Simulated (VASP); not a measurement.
# W (Im-3m) in VASP: notebook

The runs below take W through single point, with r2SCAN.

Program: VASP 6.6.1. These are calculated values, not measurements. Logs are shortened: lines on timing, memory, paths and dates and some standing lists are left out, and cuts for length are marked.

### Step 1. The cell of the first run

Symmetry: Im-3m, No. 229, cubic system. The conventional cell has a = 3.170 Å, b = 3.170 Å, c = 3.170 Å, α = 90.00°, β = 90.00°, γ = 90.00°. Within 3.6 Å of W (site symmetry m-3m) lie 14 W at 2.74 to 3.17 Å.

### Step 2. Single point, r2SCAN

Input file POSCAR:

```
W
1.0
   -1.5848038465      1.5848038465      1.5848038465
    1.5848038465     -1.5848038465      1.5848038465
    1.5848038465      1.5848038465     -1.5848038465
W
1
Direct
    0.0000000000      0.0000000000      0.0000000000
```

Input file INCAR.step1:

```
PREC = Accurate ; ENCUT = 520
ISMEAR = -1 ; SIGMA = 0.01
LREAL = F ; LASPH = T
NELM = 100 ; NBANDS = 13
GGA = PE ; ALGO = Normal
EDIFF = 1E-4 ; LWAVE = T
LCHARG = F
```

Input file INCAR.step2:

```
PREC = Accurate ; ENCUT = 520
EDIFF = 1E-6 ; ISMEAR = -1
SIGMA = 0.01 ; LREAL = F
LASPH = T ; NELM = 100
ALGO = Normal ; ISIF = 2
LWAVE = F ; LCHARG = F
METAGGA = R2SCAN ; LMIXTAU = T
NBANDS = 13 ; ISTART = 1
```

Input file KPOINTS:

```
regular mesh
0
Gamma
  14 14 14
```

Potentials or basis: VASP PAW PBE potentials, release 64 (W_sv).

The run is started by

```bash
cat potpaw_PBE.64/W_sv/POTCAR > POTCAR
cp INCAR.step1 INCAR
mpirun -np 1 vasp_std > vasp.out
cp INCAR.step2 INCAR
mpirun -np 1 vasp_std > vasp.out
```

OUTCAR:

```text
PREC = Accurate
   ENCUT = 520
   EDIFF = 1E-6
   ISMEAR = -1
   LREAL = F
   LASPH = T
   NELM = 100
   ISIF = 2
   METAGGA = R2SCAN
   ISTART = 1

 ion  position               nearest neighbor table
   1  0.000  0.000  0.000-

  LATTYP: Found a body centered cubic cell.
 ALAT       =     3.1696076930

  Lattice vectors:

 A1 = (  -1.5848038465,   1.5848038465,   1.5848038465)
 A2 = (   1.5848038465,  -1.5848038465,   1.5848038465)
 A3 = (   1.5848038465,   1.5848038465,  -1.5848038465)

Analysis of symmetry for initial positions (statically):
=====================================================================
 Subroutine PRICEL returns:
 Original cell was already a primitive cell.

 Routine SETGRP: Setting up the symmetry group for a
 body centered cubic supercell.

 Subroutine GETGRP returns: Found 48 space group operations
 (whereof 48 operations were pure point group operations)
 out of a pool of 48 trial point group operations.

The static configuration has the point symmetry O_h .

Analysis of symmetry for dynamics (positions and initial velocities):
=====================================================================
 Subroutine PRICEL returns:
 Original cell was already a primitive cell.

 Routine SETGRP: Setting up the symmetry group for a
 body centered cubic supercell.

 Subroutine GETGRP returns: Found 48 space group operations
 (whereof 48 operations were pure point group operations)
 out of a pool of 48 trial point group operations.

The dynamic configuration has the point symmetry O_h .

 Subroutine INISYM returns: Found 48 space group operations
 (whereof 48 operations are pure point group operations),
 and found     1 'primitive' translations

----------------------------------------------------------------------------------------

                                     Primitive cell

  volume of cell :      15.9216

  direct lattice vectors                    reciprocal lattice vectors
    -1.584803847  1.584803847  1.584803847     0.000000000  0.315496458  0.315496458
     1.584803847 -1.584803847  1.584803847     0.315496458  0.000000000  0.315496458
     1.584803847  1.584803847 -1.584803847     0.315496458  0.315496458  0.000000000

  length of vectors
     2.744960782  2.744960782  2.744960782     0.446179370  0.446179370  0.446179370

  position of ions in fractional coordinates (direct lattice)
     0.000000000  0.000000000  0.000000000

  ion indices of the primitive-cell ions
   primitive index   ion index
                 1           1

----------------------------------------------------------------------------------------

 KPOINTS: regular mesh

Automatic generation of k-mesh.
 Grid dimensions read from file:
 generate k-points for:   14   14   14

 Generating k-lattice:

  Cartesian coordinates                     Fractional coordinates (reciprocal lattice)
     0.000000000  0.022535461  0.022535461     0.071428571  0.000000000  0.000000000
     0.022535461  0.000000000  0.022535461     0.000000000  0.071428571  0.000000000
     0.022535461  0.022535461  0.000000000     0.000000000  0.000000000  0.071428571

  Length of vectors
     0.031869955  0.031869955  0.031869955

  Shift w.r.t. Gamma in fractional coordinates (k-lattice)
     0.000000000  0.000000000  0.000000000

 Subroutine IBZKPT returns following result:
 ===========================================

 Found    104 irreducible k-points:

 Following reciprocal coordinates:
            Coordinates               Weight
  0.000000  0.000000  0.000000      1.000000
  0.071429  0.000000  0.000000     12.000000
  0.142857  0.000000  0.000000     12.000000
  0.214286  0.000000  0.000000     12.000000
  0.285714  0.000000  0.000000     12.000000
  0.357143  0.000000  0.000000     12.000000
[... 16 lines left out ...]
  0.285714  0.285714  0.000000     24.000000
  0.357143  0.285714  0.000000     24.000000
 [... further k-points ...]
   k-points           NKPTS =    104   k-points in BZ     NKDIM =    104   number of bands    NBANDS=     13
   number of dos      NEDOS =    301   number of ions     NIONS =      1
   total plane-waves  NPLWV =   8000
   dimension x,y,z NGX =    20 NGY =   20 NGZ =   20
   dimension x,y,z NGXF=    40 NGYF=   40 NGZF=   40
   ions per type =               1
   NGX,Y,Z   is equivalent  to a cutoff of  12.11, 12.11, 12.11 a.u.
   NGXF,Y,Z  is equivalent  to a cutoff of  24.23, 24.23, 24.23 a.u.
 SYSTEM =  unknown system
   PREC   = accura    normal or accurate (medium, high low for compatibility)
   ISTART =      1    job   : 0-new  1-cont  2-samecut
   ICHARG =      0    charge: 1-file 2-atom 10-const
   ISPIN  =      1    spin polarized calculation?
   LNONCOLLINEAR =      F non collinear calculations
   LSORBIT =      F    spin-orbit coupling
   LASPH  =      T    aspherical Exc in radial PAW
   ENCUT  =  520.0 eV  38.22 Ry    6.18 a.u.   5.10  5.10  5.10*2*pi/ulx,y,z
   NELM   =    100;   NELMIN=  2; NELMDL=  0     # of ELM steps
   EDIFF  = 0.1E-05   stopping-criterion for ELM
   LREAL  =      F    real-space projection
   EDIFFG = 0.1E-04   stopping-criterion for IOM
   NSW    =      0    number of steps for IOM
   IBRION =     -1    ionic relax: 0-MD 1-quasi-New 2-CG
   NFREE  =      0    steps in history (QN), initial steepest desc. (CG)
   ISIF   =      2    stress and relaxation
   ISYM   =      2    0-nonsym 1-usesym 2-fastsym
   POTIM  = 0.5000    time-step for ionic-motion
   TEBEG  =    0.0;   TEEND  =   0.0 temperature during run
   PSTRESS=    0.0 pullay stress
   NELECT =      14.0000    total number of electrons
   NUPDOWN=      -1.0000    fix difference up-down
   EMIN   =  10.00;   EMAX   =-10.00  energy-range for DOS
   EFERMI =   0.00;   METHOD = LEGACY
   ISMEAR =    -1;   SIGMA  =   0.01  broadening in eV -4-tet -1-fermi 0-gaus
   EFERMI_NEDOS =   21; number of points for ismear=-14 and -15
   IALGO  =     38    algorithm
   IMIX   =      4    mixing-type and parameters
     AMIX     =   0.40;   BMIX     =  1.00
     AMIX_MAG =   1.60;   BMIX_MAG =  1.00
  volume/ion in A,a.u.               =      15.92       107.44
  Fermi-wavevector in a.u.,A,eV,Ry     =   1.568395  2.963836 33.468448  2.459862
  Thomas-Fermi vector in A             =   2.670432
   LORBIT       =      0    0 simple, 1 ext, 2 COOP (PROOUT), +10 PAW based schemes
   METAGGA = R2SCAN    functional components
   LHFCALC =     F    Hartree Fock is set to
   AEXX    =    0.0000 exact exchange contribution
   IVDW    =     0    specifies the selected vdW correction
   LEPSILON=     F    determine dielectric tensor
   LRPA    =     F    only Hartree local field effects (RPA)
 non-spin polarized calculation
  energy-cutoff  :      520.00
  volume of cell :       15.92
 maximum number of plane-waves:       444
   NGX = 11   NGY = 11   NGZ = 11

 number of electron      14.0000003 magnetization

 Free energy of the ion-electron system (eV)
  ---------------------------------------------------
  ext. energy  EPLUGINS =         0.00000000
  ---------------------------------------------------
  free energy    TOTEN  =       -51.34512328 eV

  energy without entropy =      -51.34482411  energy(sigma->0) =      -51.34497370

 E-fermi :  11.3148     XC(G=0): -14.9349

 val. band max:       11.3039526967   @ k =  -0.4286   0.5000   0.2857
 cond. band min:      11.3271034142   @ k =   0.5000   0.5000   0.2857
 fundamental gap:      0.0231507175
 Fermi energy:        11.3147646267

 k-point     1 :       0.0000    0.0000    0.0000
  band No.  band energies     occupation
      1     -64.9127      2.00000
      2     -27.7771      2.00000
      3     -27.7771      2.00000
      4     -27.7771      2.00000
      5       1.1215      2.00000
      6       9.9451      2.00000
      7       9.9451      2.00000
      8       9.9451      2.00000
      9      13.7685      0.00000
     10      13.7685      0.00000
     11      26.4773      0.00000
     12      26.4773      0.00000
     13      26.4773      0.00000

 k-point     2 :       0.0714    0.0000    0.0000
  band No.  band energies     occupation
      1     -64.9055      2.00000
      2     -27.8495      2.00000
      3     -27.7995      2.00000
      4     -27.7774      2.00000
      5       1.3773      2.00000
      6       9.7885      2.00000
      7       9.9056      2.00000
      8      10.1915      2.00000
      9      13.5222      0.00000
     10      13.7682      0.00000
     11      26.6910      0.00000
     12      26.9135      0.00000
     13      27.0841      0.00000

 k-point     3 :       0.1429    0.0000    0.0000
  band No.  band energies     occupation
      1     -64.8851      2.00000
      2     -28.0491      2.00000
      3     -27.8619      2.00000
      4     -27.7784      2.00000
      5       2.0968      2.00000
      6       9.3772      2.00000
      7       9.7251      2.00000
      8      10.9168      2.00000
      9      13.1000      0.00000
     10      13.7880      0.00000
     11      27.1336      0.00000
     12      28.1582      0.00000
     13      28.4249      0.00000
[... 305 lines left out ...]
 k-point    23 :       0.2857    0.2857    0.0000
  band No.  band energies     occupation
      1     -64.7514      2.00000
      2     -28.8669      2.00000
      3     -28.5084      2.00000
      4     -27.9385      2.00000
      5       6.4679      2.00000
      6       7.9052      2.00000
      7       8.8916      2.00000
      8      13.6395      0.00000
      9      14.5464      0.00000
     10      20.2908      0.00000
     11      21.0357      0.00000
     12      24.9860      0.00000
     13      28.6601      0.00000

 k-point    24 :       0.3571    0.2857    0.0000
  band No.  band energies     occupation
      1     -64.7468      2.00000
      2     -28.8155      2.00000
      3     -28.6090      2.00000
      4     -27.9457      2.00000
      5       6.5751      2.00000
      6       8.0643      2.00000
      7       8.7797      2.00000
      8      13.9053      0.00000
      9      14.5162      0.00000
     10      20.0923      0.00000
     11      21.7326      0.00000
     12      23.8774      0.00000
     13      29.1390      0.00000

 [... further k-points ...]
[... 5 lines left out ...]
  --------------------------------------------------------------------------------------
  -------------------------------------------------------------------------------------
  Total        0.1353841      0.1353841      0.1353841      0.0000000      0.0000000     -0.0000000
  in kB       13.6235979     13.6235979     13.6235979      0.0000000      0.0000000     -0.0000000
  external PRESSURE =      13.6235979 kB  Pullay stress =       0.0000000 kB

 VOLUME and BASIS-vectors are now :
 -----------------------------------------------------------------------------
  energy-cutoff  :      520.00
  volume of cell :       15.92
      direct lattice vectors                 reciprocal lattice vectors
    -1.584803847  1.584803847  1.584803847     0.000000000  0.315496458  0.315496458
     1.584803847 -1.584803847  1.584803847     0.315496458  0.000000000  0.315496458
     1.584803847  1.584803847 -1.584803847     0.315496458  0.315496458  0.000000000

 POSITION                                       TOTAL-FORCE (eV/Angst)
 -----------------------------------------------------------------------------------
      0.00000      0.00000      0.00000        -0.000000      0.000000     -0.000000
 -----------------------------------------------------------------------------------
    total drift:                                0.000000     -0.000000      0.000000

  FREE ENERGIE OF THE ION-ELECTRON SYSTEM (eV)
  ---------------------------------------------------
  free  energy   TOTEN  =       -51.3451232784 eV

  energy  without entropy=      -51.3448241148  energy(sigma->0) =      -51.34497370
```

It took 52 s on 1 thread of Intel Xeon Platinum 8488C (Sapphire Rapids), shared host; peak memory 0.14 GiB.

What came out:

| Quantity | Value |
| --- | --- |
| Free energy | -51.3451 eV |
| Pressure | 1.4 GPa |
| Band gap on the k mesh | zero (band 7 reaches 16.52 eV, above the bottom of band 8 at 9.95 eV) |

Caveat: the PAW data sets were made with another functional, which shifts forces and pressure a little; spin-orbit coupling is left out, which moves the levels of the heavy elements.

### Step 3. Single point, r2SCAN

POSCAR is that of step 2.

Input file INCAR.step1:

```
PREC = Accurate
ENCUT = 520
ISMEAR = -1
SIGMA = 0.03
LREAL = False
LASPH = True
NELM = 80
NBANDS = 13
GGA = PE
ALGO = Normal
EDIFF = 1E-4
LWAVE = True
LCHARG = False
```

Input file INCAR.step2:

```
PREC = Accurate
ENCUT = 520
EDIFF = 1E-7
ISMEAR = -1
SIGMA = 0.03
LREAL = False
LASPH = True
NELM = 80
ALGO = Normal
ISIF = 2
LWAVE = False
LCHARG = False
METAGGA = R2SCAN
LMIXTAU = True
NBANDS = 13
ISTART = 1
```

KPOINTS is that of step 2.

Potentials or basis: VASP PAW PBE potentials, release 64 (W_sv).

The run is started by

```bash
cat potpaw_PBE.64/W_sv/POTCAR > POTCAR
cp INCAR.step1 INCAR
mpirun -np 1 vasp_std > vasp.out
cp INCAR.step2 INCAR
mpirun -np 1 vasp_std > vasp.out
```

It took 58 s on 1 thread of Intel Xeon Platinum 8488C (Sapphire Rapids), shared host; peak memory 0.14 GiB.

The run converged. Its results:

```
Free energy            : -51.3460 eV
Pressure               : 1.4 GPa
Band gap on the k mesh : zero (band 7 reaches 16.52 eV, above the bottom of band 8 at 9.95 eV)
```

Levels at points of the mesh, in eV from the Fermi level:
```tsv
k point	band 3	band 4	band 5	band 6	band 7	band 8	band 9	band 10	band 11	band 12
(0.00, 0.00, 0.00)	-39.09	-39.09	-10.19	-1.37	-1.37	-1.37	2.45	2.45	15.16	15.16
(0.50, 0.00, 0.00)	-39.53	-39.10	-6.63	-3.82	0.42	2.29	3.33	6.20	11.49	11.98
(0.50, 0.50, 0.50)	-40.04	-40.04	-6.08	-6.08	5.21	5.21	5.21	8.42	8.42	8.42
```

Caveat: the PAW data sets were made with another functional, which shifts forces and pressure a little; spin-orbit coupling is left out, which moves the levels of the heavy elements.
